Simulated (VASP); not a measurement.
# FeGe (B20) (P2_13) in VASP: notebook

Runs on FeGe (B20). Level: LDA. Tasks: single point.

Everything below comes from runs of VASP 6.6.1. Logs are shortened: lines on timing, memory, paths and dates and some standing lists are left out, and cuts for length are marked.

### Step 1. The cell of the first run

The structure is cubic, space group P2_13 (No. 198). Conventional cell: a = 4.344 Å, b = 4.344 Å, c = 4.344 Å, α = 90.00°, β = 90.00°, γ = 90.00°. Within 3.0 Å of Fe (site symmetry 3) lie 7 Ge at 2.25 to 2.42 Å and 6 Fe at 2.67 Å. Within 3.0 Å of Ge (site symmetry 3) lie 7 Fe at 2.25 to 2.42 Å and 6 Ge at 2.69 Å.

### Step 2. Single point, LDA (volume scaled by 0.79)

INCAR

```
  PREC = Accurate
  ENCUT = 520
  EDIFF = 1E-7
  ISMEAR = 0
  SIGMA = 0.03
  LREAL = F
  LASPH = T
  NELM = 100
  ALGO = Normal
  ISIF = 2
  LWAVE = F
  LCHARG = F
  GGA = CA
  NBANDS = 54
```

KPOINTS

```
Automatic mesh
0
Gamma
  10 10 10
```

POSCAR

```
FeGe
1.0
    4.3443754520      0.0000000000      0.0000000000
    0.0000000000      4.3443754520      0.0000000000
    0.0000000000      0.0000000000      4.3443754520
Fe Ge
4 4
Direct
    0.1401924224      0.1401924224      0.1401924224
    0.3598075776      0.8598075776      0.6401924224
    0.6401924224      0.3598075776      0.8598075776
    0.8598075776      0.6401924224      0.3598075776
    0.8409443416      0.8409443416      0.8409443416
    0.6590556584      0.1590556584      0.3409443416
    0.3409443416      0.6590556584      0.1590556584
    0.1590556584      0.3409443416      0.6590556584
```

Potentials or basis: VASP PAW LDA potentials, release 64 (Fe, Ge_d).

Launch:

```sh
cat potpaw_LDA.64/Fe/POTCAR potpaw_LDA.64/Ge_d/POTCAR > POTCAR
mpirun -np 1 vasp_std > vasp.out
```

OUTCAR:

```text
PREC = Accurate
   ENCUT = 520
   EDIFF = 1E-7
   ISMEAR = 0
   LREAL = F
   LASPH = T
   NELM = 100
   ISIF = 2
   GGA = CA

 ion  position               nearest neighbor table
   1  0.140  0.140  0.140-   5 2.25   6 2.27   7 2.27   8 2.27   7 2.42   8 2.42   6 2.42   3 2.67
                             4 2.67   2 2.67   2 2.67   4 2.67   3 2.67
   2  0.360  0.860  0.640-   6 2.25   5 2.27   7 2.27   8 2.27   7 2.42   8 2.42   5 2.42   1 2.67
                             1 2.67   3 2.67   3 2.67   4 2.67   4 2.67
   3  0.640  0.360  0.860-   7 2.25   6 2.27   5 2.27   8 2.27   8 2.42   6 2.42   5 2.42   1 2.67
                             4 2.67   2 2.67   2 2.67   4 2.67   1 2.67
   4  0.860  0.640  0.360-   8 2.25   6 2.27   7 2.27   5 2.27   6 2.42   5 2.42   7 2.42   1 2.67
                             3 2.67   2 2.67   1 2.67   2 2.67   3 2.67
   5  0.841  0.841  0.841-   1 2.25   2 2.27   3 2.27   4 2.27   3 2.42   4 2.42   2 2.42   6 2.69
                             7 2.69   8 2.69   6 2.69   8 2.69   7 2.69
   6  0.659  0.159  0.341-   2 2.25   1 2.27   3 2.27   4 2.27   3 2.42   4 2.42   1 2.42   8 2.69
                             5 2.69   5 2.69   7 2.69   7 2.69   8 2.69
   7  0.341  0.659  0.159-   3 2.25   2 2.27   1 2.27   4 2.27   4 2.42   2 2.42   1 2.42   8 2.69
                             5 2.69   8 2.69   6 2.69   6 2.69   5 2.69
   8  0.159  0.341  0.659-   4 2.25   2 2.27   3 2.27   1 2.27   2 2.42   1 2.42   3 2.42   7 2.69
                             5 2.69   7 2.69   5 2.69   6 2.69   6 2.69

  LATTYP: Found a simple cubic cell.
 ALAT       =     4.3443754520

  Lattice vectors:

 A1 = (   4.3443754520,   0.0000000000,   0.0000000000)
 A2 = (   0.0000000000,   4.3443754520,   0.0000000000)
 A3 = (   0.0000000000,   0.0000000000,   4.3443754520)

Analysis of symmetry for initial positions (statically):
=====================================================================
 Subroutine PRICEL returns:
 Original cell was already a primitive cell.

 Routine SETGRP: Setting up the symmetry group for a
 simple cubic supercell.

 Subroutine GETGRP returns: Found 12 space group operations
 (whereof  3 operations were pure point group operations)
 out of a pool of 48 trial point group operations.

The static configuration has the point symmetry C_3 .
 The point group associated with its full space group is T   .

Analysis of symmetry for dynamics (positions and initial velocities):
=====================================================================
 Subroutine PRICEL returns:
 Original cell was already a primitive cell.

 Routine SETGRP: Setting up the symmetry group for a
 simple cubic supercell.

 Subroutine GETGRP returns: Found 12 space group operations
 (whereof  3 operations were pure point group operations)
 out of a pool of 48 trial point group operations.

The dynamic configuration has the point symmetry C_3 .
 The point group associated with its full space group is T   .

 Subroutine INISYM returns: Found 12 space group operations
 (whereof  3 operations are pure point group operations),
 and found     1 'primitive' translations

----------------------------------------------------------------------------------------

                                     Primitive cell

  volume of cell :      81.9940

  direct lattice vectors                    reciprocal lattice vectors
     4.344375452  0.000000000  0.000000000     0.230182684  0.000000000  0.000000000
     0.000000000  4.344375452  0.000000000     0.000000000  0.230182684  0.000000000
     0.000000000  0.000000000  4.344375452     0.000000000  0.000000000  0.230182684

  length of vectors
     4.344375452  4.344375452  4.344375452     0.230182684  0.230182684  0.230182684

  position of ions in fractional coordinates (direct lattice)
     0.140192422  0.140192422  0.140192422
     0.359807578  0.859807578  0.640192422
     0.640192422  0.359807578  0.859807578
     0.859807578  0.640192422  0.359807578
     0.840944342  0.840944342  0.840944342
     0.659055658  0.159055658  0.340944342
     0.340944342  0.659055658  0.159055658
     0.159055658  0.340944342  0.659055658

  ion indices of the primitive-cell ions
   primitive index   ion index
                 1           1
                 2           2
                 3           3
                 4           4
                 5           5
                 6           6
                 7           7
                 8           8

----------------------------------------------------------------------------------------

 KPOINTS: Automatic mesh

Automatic generation of k-mesh.
 Grid dimensions read from file:
 generate k-points for:   10   10   10

 Generating k-lattice:

  Cartesian coordinates                     Fractional coordinates (reciprocal lattice)
     0.023018268  0.000000000  0.000000000     0.100000000  0.000000000  0.000000000
[... 44 lines left out ...]
   EDIFF  = 0.1E-06   stopping-criterion for ELM
   LREAL  =      F    real-space projection
   EDIFFG = 0.1E-05   stopping-criterion for IOM
   NSW    =      0    number of steps for IOM
   IBRION =     -1    ionic relax: 0-MD 1-quasi-New 2-CG
   NFREE  =      0    steps in history (QN), initial steepest desc. (CG)
   ISIF   =      2    stress and relaxation
   ISYM   =      2    0-nonsym 1-usesym 2-fastsym
   POTIM  = 0.5000    time-step for ionic-motion
   TEBEG  =    0.0;   TEEND  =   0.0 temperature during run
   PSTRESS=    0.0 pullay stress
   NELECT =      88.0000    total number of electrons
   NUPDOWN=      -1.0000    fix difference up-down
   EMIN   =  10.00;   EMAX   =-10.00  energy-range for DOS
   EFERMI =   0.00;   METHOD = LEGACY
   ISMEAR =     0;   SIGMA  =   0.03  broadening in eV -4-tet -1-fermi 0-gaus
   EFERMI_NEDOS =   21; number of points for ismear=-14 and -15
   IALGO  =     38    algorithm
   IMIX   =      4    mixing-type and parameters
     AMIX     =   0.40;   BMIX     =  1.00
     AMIX_MAG =   1.60;   BMIX_MAG =  1.00
  volume/ion in A,a.u.               =      10.25        69.17
  Fermi-wavevector in a.u.,A,eV,Ry     =   1.676133  3.167431 38.224486  2.809420
  Thomas-Fermi vector in A             =   2.760629
   LORBIT       =      0    0 simple, 1 ext, 2 COOP (PROOUT), +10 PAW based schemes
   GGA     = CA    functional components
   LHFCALC =     F    Hartree Fock is set to
   AEXX    =    0.0000 exact exchange contribution
   IVDW    =     0    specifies the selected vdW correction
   LEPSILON=     F    determine dielectric tensor
   LRPA    =     F    only Hartree local field effects (RPA)
 non-spin polarized calculation
 Gauss-broadening in eV      SIGMA  =   0.03
  energy-cutoff  :      520.00
  volume of cell :       81.99
 maximum number of plane-waves:      2272
   NGX = 17   NGY = 17   NGZ = 17

 number of electron      87.9999931 magnetization

 Free energy of the ion-electron system (eV)
  ---------------------------------------------------
  ext. energy  EPLUGINS =         0.00000000
  ---------------------------------------------------
  free energy    TOTEN  =       -58.59571594 eV

  energy without entropy =      -58.59539314  energy(sigma->0) =      -58.59555454

 E-fermi :  10.6485     XC(G=0): -14.5170

 val. band max:       10.6070568695   @ k =  -0.1000   0.5000   0.0000
 cond. band min:      10.6836731563   @ k =   0.4000   0.2000   0.0000
 fundamental gap:      0.0766162868
 Fermi energy:        10.6484604986

 k-point     1 :       0.0000    0.0000    0.0000
  band No.  band energies     occupation
      1     -14.2611      2.00000
      2     -14.2611      2.00000
      3     -14.2611      2.00000
      4     -14.2033      2.00000
      5     -14.2033      2.00000
      6     -14.2033      2.00000
[... 46 lines left out ...]
     53      15.5047      0.00000
     54      15.5047      0.00000

 k-point     2 :       0.1000    0.0000    0.0000
  band No.  band energies     occupation
      1     -14.2641      2.00000
      2     -14.2598      2.00000
      3     -14.2592      2.00000
      4     -14.2055      2.00000
      5     -14.2031      2.00000
      6     -14.1995      2.00000
[... 46 lines left out ...]
     53      15.6123      0.00000
     54      15.6659      0.00000
[... 1195 lines left out ...]
     53      15.3247      0.00000
     54      15.6926      0.00000

 k-point    24 :       0.4000    0.3000    0.0000
  band No.  band energies     occupation
      1     -14.2615      2.00000
      2     -14.2552      2.00000
      3     -14.2470      2.00000
      4     -14.2258      2.00000
      5     -14.2143      2.00000
      6     -14.1973      2.00000
[... 46 lines left out ...]
     53      15.3885      0.00000
     54      15.9972      0.00000

 [... further k-points ...]
[... 5 lines left out ...]
  --------------------------------------------------------------------------------------
  -------------------------------------------------------------------------------------
  Total       20.0859885     20.0859885     20.0859885      0.0000000      0.0000000      0.0000000
  in kB      392.4838035    392.4838035    392.4838035      0.0000000      0.0000000      0.0000000
  external PRESSURE =     392.4838035 kB  Pullay stress =       0.0000000 kB

 VOLUME and BASIS-vectors are now :
 -----------------------------------------------------------------------------
  energy-cutoff  :      520.00
  volume of cell :       81.99
      direct lattice vectors                 reciprocal lattice vectors
     4.344375452  0.000000000  0.000000000     0.230182684  0.000000000  0.000000000
     0.000000000  4.344375452  0.000000000     0.000000000  0.230182684  0.000000000
     0.000000000  0.000000000  4.344375452     0.000000000  0.000000000  0.230182684

 POSITION                                       TOTAL-FORCE (eV/Angst)
 -----------------------------------------------------------------------------------
      0.60905      0.60905      0.60905         0.033972      0.033972      0.033972
      1.56314      3.73533      2.78124        -0.033972     -0.033972      0.033972
      2.78124      1.56314      3.73533         0.033972     -0.033972     -0.033972
      3.73533      2.78124      1.56314        -0.033972      0.033972     -0.033972
      3.65338      3.65338      3.65338         0.005303      0.005303      0.005303
      2.86319      0.69100      1.48119        -0.005303     -0.005303      0.005303
      1.48119      2.86319      0.69100         0.005303     -0.005303     -0.005303
      0.69100      1.48119      2.86319        -0.005303      0.005303     -0.005303
 -----------------------------------------------------------------------------------
    total drift:                               -0.000000      0.000000     -0.000000

  FREE ENERGIE OF THE ION-ELECTRON SYSTEM (eV)
  ---------------------------------------------------
  free  energy   TOTEN  =       -58.5957159417 eV

  energy  without entropy=      -58.5953931376  energy(sigma->0) =      -58.59555454
```

It took 1.8 min on 1 thread of Intel Xeon 6975P-C (Granite Rapids), shared host; peak memory 0.34 GiB.

Results:

* Free energy: -58.5957 eV
* Pressure: 39.2 GPa
* Largest force: 0.059 eV/Å
* Band gap on the k mesh: 0.08 eV, indirect (least direct gap 0.13 eV)

Forces on the atoms (eV/Å):
```
Fe   0.034  0.034  0.034
Fe  -0.034 -0.034  0.034
Fe   0.034 -0.034 -0.034
Fe  -0.034  0.034 -0.034
Ge   0.005  0.005  0.005
Ge  -0.005 -0.005  0.005
Ge   0.005 -0.005 -0.005
Ge  -0.005  0.005 -0.005
```

### Step 3. Single point, LDA (volume scaled by 0.82)

INCAR

```
ALGO = Normal
EDIFF = 1E-6
ENCUT = 520
ISIF = 2
ISMEAR = 0
LASPH = T
LCHARG = F
LREAL = F
LWAVE = F
NBANDS = 54
NELM = 60
PREC = Accurate
SIGMA = 0.03
```

KPOINTS

```
k-points
0
Gamma
  10 10 10
```

POSCAR

```
FeGe
1.0
    4.3986857678      0.0000000000      0.0000000000
    0.0000000000      4.3986857678      0.0000000000
    0.0000000000      0.0000000000      4.3986857678
Fe Ge
4 4
Direct
    0.1388353069      0.1388353069      0.1388353069
    0.3611646931      0.8611646931      0.6388353069
    0.6388353069      0.3611646931      0.8611646931
    0.8611646931      0.6388353069      0.3611646931
    0.8403464135      0.8403464135      0.8403464135
    0.6596535865      0.1596535865      0.3403464135
    0.3403464135      0.6596535865      0.1596535865
    0.1596535865      0.3403464135      0.6596535865
```

Potentials or basis: VASP PAW LDA potentials, release 64 (Fe, Ge_d).

Launch:

```sh
cat potpaw_LDA.64/Fe/POTCAR potpaw_LDA.64/Ge_d/POTCAR > POTCAR
mpirun -np 1 vasp_std > vasp.out
```

Run time: 2.7 min. Hardware: 1 thread of Intel Xeon 6975P-C (Granite Rapids), shared host; peak memory 0.36 GiB.

The run converged. Its results:

```yaml
Free_energy: -59.2225 eV
Pressure: 25.9 GPa
Largest_force: 0.056 eV/Å
Band_gap_on_the_k_mesh: 0.08 eV, indirect (least direct gap 0.13 eV)
```

Forces in eV/Å, atoms in the order of the input:
```
Fe   0.032  0.032  0.032
Fe  -0.032 -0.032  0.032
Fe   0.032 -0.032 -0.032
Fe  -0.032  0.032 -0.032
Ge   0.006  0.006  0.006
Ge  -0.006 -0.006  0.006
Ge   0.006 -0.006 -0.006
Ge  -0.006  0.006 -0.006
```

Levels at points of the mesh, in eV from the valence-band top:
```tsv
k point	band 40	band 41	band 42	band 43	band 44	band 45	band 46	band 47	band 48	band 49
(0.00, 0.00, 0.00)	-0.25	-0.25	-0.25	-0.07	-0.07	0.61	0.61	0.61	2.91	2.91
(0.50, 0.00, 0.00)	-1.28	-0.40	-0.40	-0.02	-0.02	0.18	0.18	1.84	1.84	2.10
(0.50, 0.50, 0.00)	-1.27	-1.08	-1.08	-0.36	-0.36	0.62	0.62	1.21	1.21	2.66
(0.50, 0.50, 0.50)	-0.74	-0.63	-0.63	-0.63	-0.63	0.39	0.39	0.39	0.39	5.69
```

 Spin polarisation is off, so any magnetic state and its effect on volume and gap are missing.

### Step 4. Single point, LDA (volume scaled by 0.91)

INCAR

```
  ALGO = Normal
  EDIFF = 1E-7
  ENCUT = 520
  ISIF = 2
  ISMEAR = 0
  LASPH = T
  LCHARG = F
  LREAL = F
  LWAVE = F
  NBANDS = 54
  NELM = 80
  PREC = Accurate
  SIGMA = 0.03
```

KPOINTS is that of step 3.

POSCAR

```
FeGe
1.0
    4.5540603832      0.0000000000      0.0000000000
    0.0000000000      4.5540603832      0.0000000000
    0.0000000000      0.0000000000      4.5540603832
Fe Ge
4 4
Direct
    0.1335866454      0.1335866454      0.1335866454
    0.3664133546      0.8664133546      0.6335866454
    0.6335866454      0.3664133546      0.8664133546
    0.8664133546      0.6335866454      0.3664133546
    0.8381264771      0.8381264771      0.8381264771
    0.6618735229      0.1618735229      0.3381264771
    0.3381264771      0.6618735229      0.1618735229
    0.1618735229      0.3381264771      0.6618735229
```

Launch:

```sh
cat potpaw_LDA.64/Fe/POTCAR potpaw_LDA.64/Ge_d/POTCAR > POTCAR
mpirun -np 1 vasp_std > vasp.out
```

Run time: 6.9 min. Hardware: 1 thread of Oxide Virtual Turin-like, shared host; peak memory 0.35 GiB.

Results (log left out):

- Free energy: -59.8497 eV
- Pressure: -1.4 GPa
- Largest force: 0.049 eV/Å
- Band gap on the k mesh: 0.10 eV, indirect (least direct gap 0.13 eV)

Forces in eV/Å, atoms in the order of the input:
```
Fe   0.028  0.028  0.028
Fe  -0.028 -0.028  0.028
Fe   0.028 -0.028 -0.028
Fe  -0.028  0.028 -0.028
Ge   0.006  0.006  0.006
Ge  -0.006 -0.006  0.006
Ge   0.006 -0.006 -0.006
Ge  -0.006  0.006 -0.006
```

Levels at points of the mesh, in eV from the valence-band top:
```csv
k point,band 41,band 42,band 43,band 44,band 45,band 46,band 47,band 48
"(0.00, 0.00, 0.00)",-0.22,-0.22,-0.04,-0.04,0.50,0.50,0.50,2.51
"(0.50, 0.00, 0.00)",-0.33,-0.33,-0.02,-0.02,0.15,0.15,1.61,1.61
"(0.50, 0.50, 0.00)",-0.94,-0.94,-0.30,-0.30,0.57,0.57,1.02,1.02
"(0.50, 0.50, 0.50)",-0.52,-0.52,-0.52,-0.52,0.36,0.36,0.36,0.36
```

### Step 5. Single point, LDA (volume scaled by 0.94)

INCAR

```
PREC = Accurate
ENCUT = 520
EDIFF = 1E-7
ISMEAR = 0
SIGMA = 0.03
LREAL = F
LASPH = T
NELM = 80
ALGO = Normal
ISIF = 2
LWAVE = F
LCHARG = F
NBANDS = 54
```

KPOINTS

```
regular mesh
0
Gamma
  10 10 10
```

POSCAR

```
FeGe
1.0
    4.6035649179      0.0000000000      0.0000000000
    0.0000000000      4.6035649179      0.0000000000
    0.0000000000      0.0000000000      4.6035649179
Fe Ge
4 4
Direct
    0.1314173273      0.1314173273      0.1314173273
    0.3685826727      0.8685826727      0.6314173273
    0.6314173273      0.3685826727      0.8685826727
    0.8685826727      0.6314173273      0.3685826727
    0.8372161003      0.8372161003      0.8372161003
    0.6627838997      0.1627838997      0.3372161003
    0.3372161003      0.6627838997      0.1627838997
    0.1627838997      0.3372161003      0.6627838997
```

Launch:

```sh
cat potpaw_LDA.64/Fe/POTCAR potpaw_LDA.64/Ge_d/POTCAR > POTCAR
mpirun -np 1 vasp_std > vasp.out
```

Wall time 9.5 min (1 thread of Oxide Virtual Turin-like, shared host); peak memory 0.36 GiB.

The run converged. Its results:

```
Free energy            : -59.7606 eV
Pressure               : -7.3 GPa
Largest force          : 0.046 eV/Å
Band gap on the k mesh : 0.10 eV, indirect (least direct gap 0.12 eV)
```

Forces in eV/Å, atoms in the order of the input:
```
Fe   0.027  0.027  0.027
Fe  -0.027 -0.027  0.027
Fe   0.027 -0.027 -0.027
Fe  -0.027  0.027 -0.027
Ge   0.005  0.005  0.005
Ge  -0.005 -0.005  0.005
Ge   0.005 -0.005 -0.005
Ge  -0.005  0.005 -0.005
```

Levels at points of the mesh, in eV from the valence-band top:
| k point | band 42 | band 43 | band 44 | band 45 | band 46 | band 47 |
| --- | --- | --- | --- | --- | --- | --- |
| (0.00, 0.00, 0.00) | -0.22 | -0.04 | -0.04 | 0.46 | 0.46 | 0.46 |
| (0.50, 0.00, 0.00) | -0.32 | -0.02 | -0.02 | 0.14 | 0.14 | 1.54 |
| (0.50, 0.50, 0.00) | -0.90 | -0.29 | -0.29 | 0.55 | 0.55 | 0.97 |
| (0.50, 0.50, 0.50) | -0.50 | -0.50 | -0.50 | 0.35 | 0.35 | 0.35 |

### Step 6. The runs side by side

| cell | gap on the mesh (eV) | pressure (GPa) | largest force (eV/Å) |
| --- | --- | --- | --- |
| a = 4.344 Å, 8 atoms | 0.08 | 39.2 | 0.06 |
| a = 4.399 Å, 8 atoms | 0.08 | 25.9 | 0.06 |
| a = 4.554 Å, 8 atoms | 0.10 | -1.4 | 0.05 |
| a = 4.604 Å, 8 atoms | 0.10 | -7.3 | 0.05 |

Alike in all rows: task single point; level LDA; potentials or basis VASP PAW LDA potentials, release 64 (Fe, Ge_d); no spin polarisation; k mesh 10 × 10 × 10; cutoff (eV) 520; smearing gaussian 0.03 eV.

Total energies depend on the potentials used, so only differences within one code and one set of settings carry meaning.
